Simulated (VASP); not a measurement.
# CuO (F-43m) in VASP: further runs

CuO is run at these levels: PBEsol, RPBE; tasks: single point.

All numbers are computed with VASP 6.6.1; they aren't measurements. Logs are shortened: lines on timing, memory, paths and dates and some standing lists are left out, and cuts for length are marked.

## Step 1: The cell of the first run

Symmetry: F-43m, No. 216, cubic system. Conventional cell: a = 4.655 Å, b = 4.655 Å, c = 4.655 Å, α = 90.00°, β = 90.00°, γ = 90.00°. Cu (site symmetry -43m) has 4 O at 2.02 Å within 2.7 Å. Within 2.7 Å of O (site symmetry -43m) lie 4 Cu at 2.02 Å.

## Step 2: Single point, PBEsol

The input, INCAR:

```
SYSTEM = CuO
PREC = Accurate
ENCUT = 520
EDIFF = 1E-7
ISMEAR = -1
SIGMA = 0.05
LREAL = .False.
LASPH = .True.
NELM = 60
ALGO = Normal
ISIF = 2
LWAVE = .False.
LCHARG = .False.
GGA = PS
NBANDS = 16
```

The input, KPOINTS:

```
Automatic mesh
0
Gamma
  6 6 6
  0 0 0
```

The input, POSCAR:

```
CuO
1.0
    0.0000000000      2.3272527300      2.3272527300
    2.3272527300      0.0000000000      2.3272527300
    2.3272527300      2.3272527300      0.0000000000
Cu O
1 1
Direct
    0.0000000000      0.0000000000      0.0000000000
    0.2500000000      0.2500000000      0.2500000000
```

Potentials or basis: VASP PAW PBE potentials, release 64 (Cu, O).

Started as:

```sh
> cat potpaw_PBE.64/Cu/POTCAR potpaw_PBE.64/O/POTCAR > POTCAR
> mpirun -np 1 vasp_std > vasp.out
```

OUTCAR:

```text
SYSTEM = CuO
   PREC = Accurate
   ENCUT = 520
   EDIFF = 1E-7
   ISMEAR = -1
   LREAL = .False.
   LASPH = .True.
   NELM = 60
   ISIF = 2
   GGA = PS

 ion  position               nearest neighbor table
   1  0.000  0.000  0.000-   2 2.02   2 2.02   2 2.02   2 2.02
   2  0.250  0.250  0.250-   1 2.02   1 2.02   1 2.02   1 2.02

  LATTYP: Found a face centered cubic cell.
 ALAT       =     4.6545054600

  Lattice vectors:

 A1 = (   0.0000000000,   2.3272527300,   2.3272527300)
 A2 = (   2.3272527300,   0.0000000000,   2.3272527300)
 A3 = (   2.3272527300,   2.3272527300,   0.0000000000)

Analysis of symmetry for initial positions (statically):
=====================================================================
 Subroutine PRICEL returns:
 Original cell was already a primitive cell.

 Routine SETGRP: Setting up the symmetry group for a
 face centered cubic supercell.

 Subroutine GETGRP returns: Found 24 space group operations
 (whereof 24 operations were pure point group operations)
 out of a pool of 48 trial point group operations.

The static configuration has the point symmetry T_d .

Analysis of symmetry for dynamics (positions and initial velocities):
=====================================================================
 Subroutine PRICEL returns:
 Original cell was already a primitive cell.

 Routine SETGRP: Setting up the symmetry group for a
 face centered cubic supercell.

 Subroutine GETGRP returns: Found 24 space group operations
 (whereof 24 operations were pure point group operations)
 out of a pool of 48 trial point group operations.

The dynamic configuration has the point symmetry T_d .

 Subroutine INISYM returns: Found 24 space group operations
 (whereof 24 operations are pure point group operations),
 and found     1 'primitive' translations

----------------------------------------------------------------------------------------

                                     Primitive cell

  volume of cell :      25.2093

  direct lattice vectors                    reciprocal lattice vectors
     0.000000000  2.327252730  2.327252730    -0.214845596  0.214845596  0.214845596
     2.327252730  0.000000000  2.327252730     0.214845596 -0.214845596  0.214845596
     2.327252730  2.327252730  0.000000000     0.214845596  0.214845596 -0.214845596

  length of vectors
     3.291232374  3.291232374  3.291232374     0.372123488  0.372123488  0.372123488

  position of ions in fractional coordinates (direct lattice)
     0.000000000  0.000000000  0.000000000
     0.250000000  0.250000000  0.250000000

  ion indices of the primitive-cell ions
   primitive index   ion index
                 1           1
                 2           2

----------------------------------------------------------------------------------------

 KPOINTS: Automatic mesh

Automatic generation of k-mesh.
 Grid dimensions read from file:
 generate k-points for:    6    6    6

 Generating k-lattice:

  Cartesian coordinates                     Fractional coordinates (reciprocal lattice)
    -0.035807599  0.035807599  0.035807599     0.166666667  0.000000000  0.000000000
     0.035807599 -0.035807599  0.035807599     0.000000000  0.166666667  0.000000000
     0.035807599  0.035807599 -0.035807599     0.000000000  0.000000000  0.166666667

  Length of vectors
     0.062020581  0.062020581  0.062020581

  Shift w.r.t. Gamma in fractional coordinates (k-lattice)
     0.000000000  0.000000000  0.000000000

 Subroutine IBZKPT returns following result:
 ===========================================

 Found     16 irreducible k-points:

 Following reciprocal coordinates:
            Coordinates               Weight
  0.000000  0.000000  0.000000      1.000000
  0.166667  0.000000  0.000000      8.000000
  0.333333  0.000000  0.000000      8.000000
  0.500000  0.000000  0.000000      4.000000
  0.166667  0.166667  0.000000      6.000000
  0.333333  0.166667  0.000000     24.000000
[... 8 lines left out ...]
 -0.333333  0.333333  0.166667     24.000000
 -0.333333  0.500000  0.166667     12.000000
   k-points           NKPTS =     16   k-points in BZ     NKDIM =     16   number of bands    NBANDS=     16
   number of dos      NEDOS =    301   number of ions     NIONS =      2
   total plane-waves  NPLWV =  13824
   dimension x,y,z NGX =    24 NGY =   24 NGZ =   24
   dimension x,y,z NGXF=    48 NGYF=   48 NGZF=   48
   ions per type =               1   1
   NGX,Y,Z   is equivalent  to a cutoff of  12.12, 12.12, 12.12 a.u.
   NGXF,Y,Z  is equivalent  to a cutoff of  24.25, 24.25, 24.25 a.u.
 SYSTEM =  CuO
   PREC   = accura    normal or accurate (medium, high low for compatibility)
   ISTART =      0    job   : 0-new  1-cont  2-samecut
   ICHARG =      2    charge: 1-file 2-atom 10-const
   ISPIN  =      1    spin polarized calculation?
   LNONCOLLINEAR =      F non collinear calculations
   LSORBIT =      F    spin-orbit coupling
   LASPH  =      T    aspherical Exc in radial PAW
   ENCUT  =  520.0 eV  38.22 Ry    6.18 a.u.   6.12  6.12  6.12*2*pi/ulx,y,z
   NELM   =     60;   NELMIN=  2; NELMDL= -5     # of ELM steps
   EDIFF  = 0.1E-06   stopping-criterion for ELM
   LREAL  =      F    real-space projection
   EDIFFG = 0.1E-05   stopping-criterion for IOM
   NSW    =      0    number of steps for IOM
   IBRION =     -1    ionic relax: 0-MD 1-quasi-New 2-CG
   NFREE  =      0    steps in history (QN), initial steepest desc. (CG)
   ISIF   =      2    stress and relaxation
   ISYM   =      2    0-nonsym 1-usesym 2-fastsym
   POTIM  = 0.5000    time-step for ionic-motion
   TEBEG  =    0.0;   TEEND  =   0.0 temperature during run
   PSTRESS=    0.0 pullay stress
   NELECT =      17.0000    total number of electrons
   NUPDOWN=      -1.0000    fix difference up-down
   EMIN   =  10.00;   EMAX   =-10.00  energy-range for DOS
   EFERMI =   0.00;   METHOD = LEGACY
   ISMEAR =    -1;   SIGMA  =   0.05  broadening in eV -4-tet -1-fermi 0-gaus
   EFERMI_NEDOS =   21; number of points for ismear=-14 and -15
   IALGO  =     38    algorithm
   IMIX   =      4    mixing-type and parameters
     AMIX     =   0.40;   BMIX     =  1.00
     AMIX_MAG =   1.60;   BMIX_MAG =  1.00
  volume/ion in A,a.u.               =      12.60        85.06
  Fermi-wavevector in a.u.,A,eV,Ry     =   1.435614  2.712916 28.041426  2.060987
  Thomas-Fermi vector in A             =   2.554893
   LORBIT       =      0    0 simple, 1 ext, 2 COOP (PROOUT), +10 PAW based schemes
   GGA     = PS    functional components
   LHFCALC =     F    Hartree Fock is set to
   AEXX    =    0.0000 exact exchange contribution
   IVDW    =     0    specifies the selected vdW correction
   LEPSILON=     F    determine dielectric tensor
   LRPA    =     F    only Hartree local field effects (RPA)
 non-spin polarized calculation
  energy-cutoff  :      520.00
  volume of cell :       25.21
 maximum number of plane-waves:       700
   NGX = 13   NGY = 13   NGZ = 13

 number of electron      16.9999985 magnetization

 Free energy of the ion-electron system (eV)
  ---------------------------------------------------
  ext. energy  EPLUGINS =         0.00000000
  ---------------------------------------------------
  free energy    TOTEN  =       -10.25444756 eV

  energy without entropy =      -10.22665323  energy(sigma->0) =      -10.24055040

 E-fermi :   2.8958     XC(G=0): -10.8560

 val. band max:        2.8947204794   @ k =   0.5000   0.0000   0.0000
 cond. band min:       2.9319937267   @ k =   0.3333   0.1667   0.0000
 fundamental gap:      0.0372732474
 Fermi energy:         2.8957625560

 k-point     1 :       0.0000    0.0000    0.0000
  band No.  band energies     occupation
      1     -15.2909      2.00000
      2      -1.4800      2.00000
      3      -1.4800      2.00000
      4      -1.4800      2.00000
      5       1.0662      2.00000
      6       1.0662      2.00000
[... 8 lines left out ...]
     15      23.1179      0.00000
     16      23.1179      0.00000

 k-point     2 :       0.1667    0.0000    0.0000
  band No.  band energies     occupation
      1     -15.1579      2.00000
      2      -1.8425      2.00000
      3      -1.4091      2.00000
      4      -1.4091      2.00000
      5       1.0491      2.00000
      6       1.0491      2.00000
[... 8 lines left out ...]
     15      21.9160      0.00000
     16      21.9160      0.00000

 k-point     3 :       0.3333    0.0000    0.0000
  band No.  band energies     occupation
      1     -14.8798      2.00000
      2      -2.3371      2.00000
      3      -1.2822      2.00000
      4      -1.2822      2.00000
      5       1.0863      2.00000
      6       1.0863      2.00000
[... 8 lines left out ...]
     15      22.3389      0.00000
     16      22.3389      0.00000

 k-point     4 :       0.5000    0.0000    0.0000
  band No.  band energies     occupation
      1     -14.7355      2.00000
      2      -2.4994      2.00000
      3      -1.2295      2.00000
      4      -1.2295      2.00000
      5       1.1593      2.00000
      6       1.1593      2.00000
[... 8 lines left out ...]
     15      23.4227      0.00000
     16      23.4227      0.00000
[... 172 lines left out ...]
 k-point    14 :       0.5000    0.3333    0.1667
  band No.  band energies     occupation
      1     -14.7022      2.00000
      2      -2.2388      2.00000
      3      -1.3670      2.00000
      4      -1.0663      2.00000
      5       0.9398      2.00000
      6       1.1563      2.00000
[... 8 lines left out ...]
     15      23.9805      0.00000
     16      26.0698      0.00000

 k-point    15 :      -0.3333    0.3333    0.1667
  band No.  band energies     occupation
      1     -14.6091      2.00000
      2      -1.9593      2.00000
      3      -1.6028      2.00000
      4      -0.9757      2.00000
      5       0.8579      2.00000
      6       1.1186      2.00000
[... 8 lines left out ...]
     15      23.0651      0.00000
     16      27.0113      0.00000

 k-point    16 :      -0.3333    0.5000    0.1667
  band No.  band energies     occupation
      1     -14.5667      2.00000
      2      -2.1977      2.00000
      3      -1.2685      2.00000
      4      -0.8358      2.00000
      5       0.8961      2.00000
      6       1.0614      2.00000
[... 8 lines left out ...]
     15      25.1963      0.00000
     16      25.6292      0.00000

------------------------ aborting loop because EDIFF is reached ----------------------------------------

  FORCE on cell =-STRESS in cart. coord.  units (eV):
  Direction    XX          YY          ZZ          XY          YZ          ZX
  --------------------------------------------------------------------------------------
  -------------------------------------------------------------------------------------
  Total       -2.3707513     -2.3707513     -2.3707513      0.0000000     -0.0000000      0.0000000
  in kB     -150.6731739   -150.6731739   -150.6731739      0.0000000     -0.0000000      0.0000000
  external PRESSURE =    -150.6731739 kB  Pullay stress =       0.0000000 kB

 VOLUME and BASIS-vectors are now :
 -----------------------------------------------------------------------------
  energy-cutoff  :      520.00
  volume of cell :       25.21
      direct lattice vectors                 reciprocal lattice vectors
     0.000000000  2.327252730  2.327252730    -0.214845596  0.214845596  0.214845596
     2.327252730  0.000000000  2.327252730     0.214845596 -0.214845596  0.214845596
     2.327252730  2.327252730  0.000000000     0.214845596  0.214845596 -0.214845596

 POSITION                                       TOTAL-FORCE (eV/Angst)
 -----------------------------------------------------------------------------------
      0.00000      0.00000      0.00000         0.000000      0.000000     -0.000000
      1.16363      1.16363      1.16363        -0.000000     -0.000000      0.000000
 -----------------------------------------------------------------------------------
    total drift:                                0.000001      0.000001      0.000000

  FREE ENERGIE OF THE ION-ELECTRON SYSTEM (eV)
  ---------------------------------------------------
  free  energy   TOTEN  =       -10.2544475581 eV

  energy  without entropy=      -10.2266532350  energy(sigma->0) =      -10.24055040
```

It took 10 s on 1 thread of Intel Xeon 6975P-C, shared host; peak memory 0.14 GiB.

Results:

- Free energy: -10.2544 eV
- Pressure: -15.1 GPa

Caveat: the k points lie up to 0.39 Å⁻¹ apart; the PAW data sets were made with another functional, which shifts forces and pressure a little; an odd number of electrons without spin polarisation forces a metal; a magnetic or distorted state may lie lower; semilocal functionals often make such compounds metallic where correlation or magnetic order opens a gap, which also shifts bond lengths. With open d or f shells a metallic result of PBEsol can be an artefact of self-interaction; +U or a hybrid may open a gap.

## Step 3: Single point, RPBE

The input, INCAR:

```
SYSTEM = CuO
PREC     = Accurate       ! precision mode
ENCUT    = 520            ! plane-wave cutoff, eV
EDIFF    = 1E-6           ! SCF threshold, eV
ISMEAR   = -1             ! smearing method
SIGMA    = 0.05           ! smearing width, eV
LREAL    = .False.        ! projectors in reciprocal space
LASPH    = .True.         ! aspherical terms in the spheres
NELM     = 80             ! most SCF steps
ALGO     = Normal         ! electronic algorithm
ISIF     = 2              ! what is computed and relaxed
LWAVE    = .False.        ! write WAVECAR
LCHARG   = .False.        ! write CHGCAR
GGA      = RP             ! functional
NBANDS   = 16             ! bands
```

The input, KPOINTS:

```
regular mesh
0
Gamma
  6 6 6
  0 0 0
```

POSCAR is that of step 2.

Potentials or basis: VASP PAW PBE potentials, release 64 (Cu, O).

Started as:

```sh
> cat potpaw_PBE.64/Cu/POTCAR potpaw_PBE.64/O/POTCAR > POTCAR
> mpirun -np 1 vasp_std > vasp.out
```

It took 9.1 s on 1 thread of Intel Xeon 6975P-C, shared host; peak memory 0.13 GiB.

The run converged. Its results:

```yaml
Free_energy: -8.7128 eV
Pressure: -4.8 GPa
```

Levels at points of the mesh, in eV from the Fermi level:
| k point | band 5 | band 6 | band 7 | band 8 | band 9 | band 10 | band 11 | band 12 | band 13 | band 14 |
| --- | --- | --- | --- | --- | --- | --- | --- | --- | --- | --- |
| (0.00, 0.00, 0.00) | -1.84 | -1.84 | 0.72 | 0.72 | 0.72 | 0.98 | 13.95 | 13.95 | 13.95 | 20.50 |
| (0.50, 0.00, 0.00) | -1.74 | -1.74 | -1.65 | 0.00 | 0.00 | 5.94 | 7.73 | 13.61 | 13.61 | 17.47 |
| (0.50, 0.50, 0.00) | -2.02 | -1.65 | -1.28 | -1.01 | -1.01 | 5.86 | 9.31 | 11.54 | 14.25 | 14.25 |

Caveat: the k points lie up to 0.39 Å⁻¹ apart; the PAW data sets were made with another functional, which shifts forces and pressure a little; an odd number of electrons without spin polarisation forces a metal; a magnetic or distorted state may lie lower; semilocal functionals often make such compounds metallic where correlation or magnetic order opens a gap, which also shifts bond lengths. With open d or f shells a metallic result of RPBE can be an artefact of self-interaction; +U or a hybrid may open a gap.
